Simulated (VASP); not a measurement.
# AlFe (Pm-3m) in VASP: a series of runs

Runs on AlFe. Level: PBE. Tasks: single point.

Program: VASP 6.6.1. These are calculated values, not measurements. Logs are shortened: lines on timing, memory, paths and dates and some standing lists are left out, and cuts for length are marked.

### 1 The cell of the first run

It takes space group Pm-3m (No. 221, cubic). The conventional cell has a = 2.958 Å, b = 2.958 Å, c = 2.958 Å, α = 90.00°, β = 90.00°, γ = 90.00°. Al (site symmetry m-3m) has 8 Fe at 2.56 Å and 6 Al at 2.96 Å within 3.4 Å. Fe (site symmetry m-3m) has 8 Al at 2.56 Å and 6 Fe at 2.96 Å within 3.4 Å.

### 2 Single point, PBE, collinear spin, ferromagnetic start (volume scaled by 1.05)

Input file INCAR:

```
SYSTEM = AlFe
  PREC = Accurate
  ENCUT = 520
  EDIFF = 1E-7
  ISMEAR = -1
  SIGMA = 0.1
  LREAL = .FALSE.
  LASPH = .TRUE.
  NELM = 150
  ALGO = Normal
  ISIF = 2
  LWAVE = .FALSE.
  LCHARG = .FALSE.
  ISPIN = 2
  MAGMOM = 0 3
  LORBIT = 11
  LMAXMIX = 4
  GGA = PE
  NBANDS = 16
```

Input file KPOINTS:

```
Automatic mesh
0
G
  11 11 11
  0 0 0
```

Input file POSCAR:

```
AlFe
1.0
    2.9577133983      0.0000000000      0.0000000000
    0.0000000000      2.9577133983      0.0000000000
    0.0000000000      0.0000000000      2.9577133983
Al Fe
1 1
Direct
    0.0000000000      0.0000000000      0.0000000000
    0.5000000000      0.5000000000      0.5000000000
```

Potentials or basis: VASP PAW PBE potentials, release 64 (Al, Fe).

Command:

```console
cat potpaw_PBE.64/Al/POTCAR potpaw_PBE.64/Fe/POTCAR > POTCAR
mpirun -np 1 vasp_std > vasp.out
```

OUTCAR:

```text
SYSTEM = AlFe
   PREC = Accurate
   ENCUT = 520
   EDIFF = 1E-7
   ISMEAR = -1
   LREAL = .FALSE.
   LASPH = .TRUE.
   NELM = 150
   ISIF = 2
   ISPIN = 2
   LORBIT = 11
   GGA = PE

 ion  position               nearest neighbor table
   1  0.000  0.000  0.000-   2 2.56   2 2.56   2 2.56   2 2.56   2 2.56   2 2.56   2 2.56   2 2.56

   2  0.500  0.500  0.500-   1 2.56   1 2.56   1 2.56   1 2.56   1 2.56   1 2.56   1 2.56   1 2.56

  LATTYP: Found a simple cubic cell.
 ALAT       =     2.9577133983

  Lattice vectors:

 A1 = (   2.9577133983,   0.0000000000,   0.0000000000)
 A2 = (   0.0000000000,   2.9577133983,   0.0000000000)
 A3 = (   0.0000000000,   0.0000000000,   2.9577133983)

Analysis of symmetry for initial positions (statically):
=====================================================================
 Subroutine PRICEL returns:
 Original cell was already a primitive cell.

 Routine SETGRP: Setting up the symmetry group for a
 simple cubic supercell.

 Subroutine GETGRP returns: Found 48 space group operations
[... 9 lines left out ...]

 Routine SETGRP: Setting up the symmetry group for a
 simple cubic supercell.

 Subroutine GETGRP returns: Found 48 space group operations
 (whereof 48 operations were pure point group operations)
 out of a pool of 48 trial point group operations.

The dynamic configuration has the point symmetry O_h .

Analysis of structural, dynamic, and magnetic symmetry:
=====================================================================
 Subroutine PRICEL returns:
 Original cell was already a primitive cell.

 Routine SETGRP: Setting up the symmetry group for a
 simple cubic supercell.

 Subroutine GETGRP returns: Found 48 space group operations
 (whereof 48 operations were pure point group operations)
 out of a pool of 48 trial point group operations.

The overall configuration has the point symmetry O_h .

 Subroutine INISYM returns: Found 48 space group operations
[... 5 lines left out ...]
                                     Primitive cell

  volume of cell :      25.8743

  direct lattice vectors                    reciprocal lattice vectors
     2.957713398  0.000000000  0.000000000     0.338099020  0.000000000  0.000000000
     0.000000000  2.957713398  0.000000000     0.000000000  0.338099020  0.000000000
     0.000000000  0.000000000  2.957713398     0.000000000  0.000000000  0.338099020

  length of vectors
     2.957713398  2.957713398  2.957713398     0.338099020  0.338099020  0.338099020

  position of ions in fractional coordinates (direct lattice)
[... 8 lines left out ...]
----------------------------------------------------------------------------------------

 KPOINTS: Automatic mesh

Automatic generation of k-mesh.
 Grid dimensions read from file:
 generate k-points for:   11   11   11

 Generating k-lattice:

  Cartesian coordinates                     Fractional coordinates (reciprocal lattice)
     0.030736275  0.000000000  0.000000000     0.090909091  0.000000000  0.000000000
     0.000000000  0.030736275  0.000000000     0.000000000  0.090909091  0.000000000
     0.000000000  0.000000000  0.030736275     0.000000000  0.000000000  0.090909091

  Length of vectors
     0.030736275  0.030736275  0.030736275

  Shift w.r.t. Gamma in fractional coordinates (k-lattice)
     0.000000000  0.000000000  0.000000000

 Subroutine IBZKPT returns following result:
 ===========================================

 Found     56 irreducible k-points:

 Following reciprocal coordinates:
            Coordinates               Weight
  0.000000  0.000000  0.000000      1.000000
  0.090909  0.000000  0.000000      6.000000
  0.181818  0.000000  0.000000      6.000000
  0.272727  0.000000  0.000000      6.000000
  0.363636  0.000000  0.000000      6.000000
  0.454545  0.000000  0.000000      6.000000
[... 16 lines left out ...]
  0.181818  0.090909  0.090909     24.000000
  0.272727  0.090909  0.090909     24.000000
 [... further k-points ...]
   k-points           NKPTS =     56   k-points in BZ     NKDIM =     56   number of bands    NBANDS=     16
   number of dos      NEDOS =    301   number of ions     NIONS =      2
   total plane-waves  NPLWV =  13824
   dimension x,y,z NGX =    24 NGY =   24 NGZ =   24
   dimension x,y,z NGXF=    48 NGYF=   48 NGZF=   48
   ions per type =               1   1
   NGX,Y,Z   is equivalent  to a cutoff of  13.49, 13.49, 13.49 a.u.
   NGXF,Y,Z  is equivalent  to a cutoff of  26.98, 26.98, 26.98 a.u.
 SYSTEM =  AlFe
   PREC   = accura    normal or accurate (medium, high low for compatibility)
   ISTART =      0    job   : 0-new  1-cont  2-samecut
   ICHARG =      2    charge: 1-file 2-atom 10-const
   ISPIN  =      2    spin polarized calculation?
   LNONCOLLINEAR =      F non collinear calculations
   LSORBIT =      F    spin-orbit coupling
   LASPH  =      T    aspherical Exc in radial PAW
   ENCUT  =  520.0 eV  38.22 Ry    6.18 a.u.   5.50  5.50  5.50*2*pi/ulx,y,z
   NELM   =    150;   NELMIN=  2; NELMDL= -5     # of ELM steps
   EDIFF  = 0.1E-06   stopping-criterion for ELM
   LREAL  =      F    real-space projection
   EDIFFG = 0.1E-05   stopping-criterion for IOM
   NSW    =      0    number of steps for IOM
   IBRION =     -1    ionic relax: 0-MD 1-quasi-New 2-CG
   NFREE  =      0    steps in history (QN), initial steepest desc. (CG)
   ISIF   =      2    stress and relaxation
   ISYM   =      2    0-nonsym 1-usesym 2-fastsym
   POTIM  = 0.5000    time-step for ionic-motion
   TEBEG  =    0.0;   TEEND  =   0.0 temperature during run
   PSTRESS=    0.0 pullay stress
   NELECT =      11.0000    total number of electrons
   NUPDOWN=      -1.0000    fix difference up-down
   EMIN   =  10.00;   EMAX   =-10.00  energy-range for DOS
   EFERMI =   0.00;   METHOD = LEGACY
   ISMEAR =    -1;   SIGMA  =   0.10  broadening in eV -4-tet -1-fermi 0-gaus
   EFERMI_NEDOS =   21; number of points for ismear=-14 and -15
   IALGO  =     38    algorithm
   IMIX   =      4    mixing-type and parameters
     AMIX     =   0.40;   BMIX     =  1.00
     AMIX_MAG =   1.60;   BMIX_MAG =  1.00
  volume/ion in A,a.u.               =      12.94        87.30
  Fermi-wavevector in a.u.,A,eV,Ry     =   1.230976  2.326208 20.616939  1.515302
  Thomas-Fermi vector in A             =   2.365804
   LORBIT       =     11    0 simple, 1 ext, 2 COOP (PROOUT), +10 PAW based schemes
   GGA     = PE    functional components
   LHFCALC =     F    Hartree Fock is set to
   AEXX    =    0.0000 exact exchange contribution
   IVDW    =     0    specifies the selected vdW correction
   LEPSILON=     F    determine dielectric tensor
   LRPA    =     F    only Hartree local field effects (RPA)
 spin polarized calculation
  energy-cutoff  :      520.00
  volume of cell :       25.87
 maximum number of plane-waves:       739
 NGX is ok and might be reduce to    24
   NGX = 11   NGY = 11   NGZ = 11

 number of electron      11.0000008 magnetization       0.7501090

 Free energy of the ion-electron system (eV)
  ---------------------------------------------------
  ext. energy  EPLUGINS =         0.00000000
  ---------------------------------------------------
  free energy    TOTEN  =       -12.59870638 eV

  energy without entropy =      -12.51622352  energy(sigma->0) =      -12.55746495

 E-fermi :   7.2366     XC(G=0): -11.7449

 val. band max:        7.2205475822   @ k =   0.2727   0.2727   0.0000
 cond. band min:       7.2401430147   @ k =   0.4545   0.2727   0.0000
 fundamental gap:      0.0195954325
 Fermi energy:         7.2365911277

 spin component 1

 k-point     1 :       0.0000    0.0000    0.0000
  band No.  band energies     occupation
      1      -2.7673      1.00000
      2       4.8957      1.00000
      3       4.8957      1.00000
      4       6.7256      0.99400
      5       6.7256      0.99400
      6       6.7256      0.99400
[... 8 lines left out ...]
     15      27.8586      0.00000
     16      29.8635      0.00000

 k-point     2 :       0.0909    0.0000    0.0000
  band No.  band energies     occupation
      1      -2.6217      1.00000
      2       4.8789      1.00000
      3       4.9352      1.00000
      4       6.6459      0.99729
      5       6.6459      0.99729
      6       6.7337      0.99350
[... 8 lines left out ...]
     15      27.8565      0.00000
     16      28.2398      0.00000
[... 387 lines left out ...]
      5       6.3772      0.99981
      6       6.6079      0.99814
[... 8 lines left out ...]
     15      25.2611      0.00000
     16      28.2222      0.00000

 k-point    24 :       0.2727    0.0909    0.0909
  band No.  band energies     occupation
      1      -1.2079      1.00000
      2       4.4129      1.00000
      3       5.1967      1.00000
      4       6.1215      0.99999
      5       6.1628      0.99998
      6       6.6422      0.99738
[... 8 lines left out ...]
     15      26.1113      0.00000
     16      26.4941      0.00000

 [... further k-points ...]

 spin component 2

 k-point     1 :       0.0000    0.0000    0.0000
  band No.  band energies     occupation
      1      -2.7748      1.00000
      2       5.3260      1.00000
      3       5.3260      1.00000
      4       7.6141      0.02241
      5       7.6141      0.02241
      6       7.6141      0.02241
[... 8 lines left out ...]
     15      27.8849      0.00000
     16      29.8270      0.00000

 k-point     2 :       0.0909    0.0000    0.0000
  band No.  band energies     occupation
      1      -2.6294      1.00000
      2       5.2918      1.00000
      3       5.3701      1.00000
      4       7.5193      0.05589
      5       7.5193      0.05589
      6       7.6233      0.02049
[... 8 lines left out ...]
     15      27.8771      0.00000
     16      28.2439      0.00000
[... 387 lines left out ...]
      5       7.2000      0.59037
      6       7.4739      0.08521
[... 8 lines left out ...]
     15      25.3003      0.00000
     16      28.2369      0.00000

 k-point    24 :       0.2727    0.0909    0.0909
  band No.  band energies     occupation
      1      -1.2160      1.00000
      2       4.6459      1.00000
      3       5.6525      1.00000
      4       6.9016      0.96609
      5       6.9311      0.95501
      6       7.5137      0.05889
[... 8 lines left out ...]
     15      26.1643      0.00000
     16      26.5380      0.00000

 [... further k-points ...]
[... 5 lines left out ...]
  --------------------------------------------------------------------------------------
  -------------------------------------------------------------------------------------
  Total       -1.9752883     -1.9752883     -1.9752883     -0.0000000     -0.0000000     -0.0000000
  in kB     -122.3130515   -122.3130515   -122.3130515     -0.0000000     -0.0000000     -0.0000000
  external PRESSURE =    -122.3130515 kB  Pullay stress =       0.0000000 kB

 VOLUME and BASIS-vectors are now :
 -----------------------------------------------------------------------------
  energy-cutoff  :      520.00
  volume of cell :       25.87
      direct lattice vectors                 reciprocal lattice vectors
     2.957713398  0.000000000  0.000000000     0.338099020  0.000000000  0.000000000
     0.000000000  2.957713398  0.000000000     0.000000000  0.338099020  0.000000000
     0.000000000  0.000000000  2.957713398     0.000000000  0.000000000  0.338099020

 POSITION                                       TOTAL-FORCE (eV/Angst)
 -----------------------------------------------------------------------------------
      0.00000      0.00000      0.00000         0.000000      0.000000      0.000000
      1.47886      1.47886      1.47886         0.000000      0.000000      0.000000
 -----------------------------------------------------------------------------------
    total drift:                                0.000000     -0.000000     -0.000000

  FREE ENERGIE OF THE ION-ELECTRON SYSTEM (eV)
  ---------------------------------------------------
  free  energy   TOTEN  =       -12.5987063752 eV

  energy  without entropy=      -12.5162235236  energy(sigma->0) =      -12.55746495

 total charge

# of ion       s       p       d       tot
------------------------------------------
    1        0.390   0.400   0.000   0.790
    2        0.399   0.440   6.413   7.252
--------------------------------------------------
tot          0.789   0.840   6.413   8.042

 magnetization (x)

# of ion       s       p       d       tot
------------------------------------------
    1       -0.009  -0.018   0.000  -0.027
    2       -0.000   0.006   0.799   0.805
--------------------------------------------------
tot         -0.009  -0.013   0.799   0.778
```

Run time: 18 s. Hardware: 1 thread of Intel Xeon Platinum 8559C (Emerald Rapids), shared host; peak memory 0.17 GiB.

What came out:

* Free energy: -12.5987 eV
* Pressure: -12.2 GPa
* Net moment: 0.75 μB per cell
* Site moments: Al -0.03; Fe +0.81 μB
* Valence electrons inside the program's atomic spheres: Al 0.79; Fe 7.25

Levels at points of the mesh, in eV from the Fermi level:
Spin up:
```
           k point  band 4  band 5  band 6  band 7  band 8  band 9
(0.00, 0.00, 0.00)   -0.51   -0.51   -0.51    5.79    5.79    5.79
```
Spin down:
| k point | band 1 | band 2 | band 3 | band 4 | band 5 | band 6 | band 7 | band 8 | band 9 | band 10 |
| --- | --- | --- | --- | --- | --- | --- | --- | --- | --- | --- |
| (0.00, 0.00, 0.00) | -10.01 | -1.91 | -1.91 | 0.38 | 0.38 | 0.38 | 5.81 | 5.81 | 5.81 | 8.87 |

### 3 Single point, PBE, collinear spin, ferromagnetic start (volume scaled by 1.05)

Input file INCAR:

```
PREC = Accurate
ENCUT = 520
EDIFF = 1E-7
ISMEAR = -1
SIGMA = 0.1
LREAL = F
LASPH = T
NELM = 150
ALGO = Normal
ISIF = 2
LWAVE = F
LCHARG = F
ISPIN = 2
MAGMOM = 0 3
LORBIT = 11
LMAXMIX = 4
GGA = PE
NBANDS = 16
```

Input file KPOINTS:

```
regular mesh
0
Gamma
  11 11 11
```

POSCAR is that of step 2.

Potentials or basis: VASP PAW PBE potentials, release 64 (Al, Fe).

Command:

```console
cat potpaw_PBE.64/Al/POTCAR potpaw_PBE.64/Fe/POTCAR > POTCAR
mpirun -np 1 vasp_std > vasp.out
```

OUTCAR:

```text
PREC = Accurate
   ENCUT = 520
   EDIFF = 1E-7
   ISMEAR = -1
   LREAL = F
   LASPH = T
   NELM = 150
   ISIF = 2
   ISPIN = 2
   LORBIT = 11
   GGA = PE

 ion  position               nearest neighbor table
   1  0.000  0.000  0.000-   2 2.56   2 2.56   2 2.56   2 2.56   2 2.56   2 2.56   2 2.56   2 2.56

   2  0.500  0.500  0.500-   1 2.56   1 2.56   1 2.56   1 2.56   1 2.56   1 2.56   1 2.56   1 2.56

  LATTYP: Found a simple cubic cell.
 ALAT       =     2.9577133983

[... 1128 lines left out ...]
  in kB     -122.3130515   -122.3130515   -122.3130515     -0.0000000     -0.0000000     -0.0000000
  external PRESSURE =    -122.3130515 kB  Pullay stress =       0.0000000 kB

 VOLUME and BASIS-vectors are now :
 -----------------------------------------------------------------------------
  energy-cutoff  :      520.00
  volume of cell :       25.87
      direct lattice vectors                 reciprocal lattice vectors
     2.957713398  0.000000000  0.000000000     0.338099020  0.000000000  0.000000000
     0.000000000  2.957713398  0.000000000     0.000000000  0.338099020  0.000000000
     0.000000000  0.000000000  2.957713398     0.000000000  0.000000000  0.338099020

 POSITION                                       TOTAL-FORCE (eV/Angst)
 -----------------------------------------------------------------------------------
      0.00000      0.00000      0.00000         0.000000      0.000000      0.000000
      1.47886      1.47886      1.47886         0.000000      0.000000      0.000000
 -----------------------------------------------------------------------------------
    total drift:                                0.000000     -0.000000     -0.000000

  FREE ENERGIE OF THE ION-ELECTRON SYSTEM (eV)
  ---------------------------------------------------
  free  energy   TOTEN  =       -12.5987063752 eV

  energy  without entropy=      -12.5162235236  energy(sigma->0) =      -12.55746495

 total charge

# of ion       s       p       d       tot
------------------------------------------
    1        0.390   0.400   0.000   0.790
    2        0.399   0.440   6.413   7.252
--------------------------------------------------
tot          0.789   0.840   6.413   8.042

 magnetization (x)

# of ion       s       p       d       tot
------------------------------------------
    1       -0.009  -0.018   0.000  -0.027
    2       -0.000   0.006   0.799   0.805
--------------------------------------------------
tot         -0.009  -0.013   0.799   0.778
```

stdout:

```text
POSCAR found type information on POSCAR AlFe
 POSCAR found :  2 types and       2 ions
 scaLAPACK will be used
 LDA part: xc-table for (Slater+PW92), standard interpolation
 POSCAR, INCAR and KPOINTS ok, starting setup
 FFT: planning ... GRIDC
 FFT: planning ... GRID_SOFT
 FFT: planning ... GRID
 WAVECAR not read
 entering main loop
```

Wall time 19 s (1 thread of Intel Xeon Platinum 8559C (Emerald Rapids), shared host); peak memory 0.16 GiB.

Results:

```
Free energy                                           : -12.5987 eV
Pressure                                              : -12.2 GPa
Net moment                                            : 0.75 μB per cell
Site moments                                          : Al -0.03; Fe +0.81 μB
Valence electrons inside the program's atomic spheres : Al 0.79; Fe 7.25
```
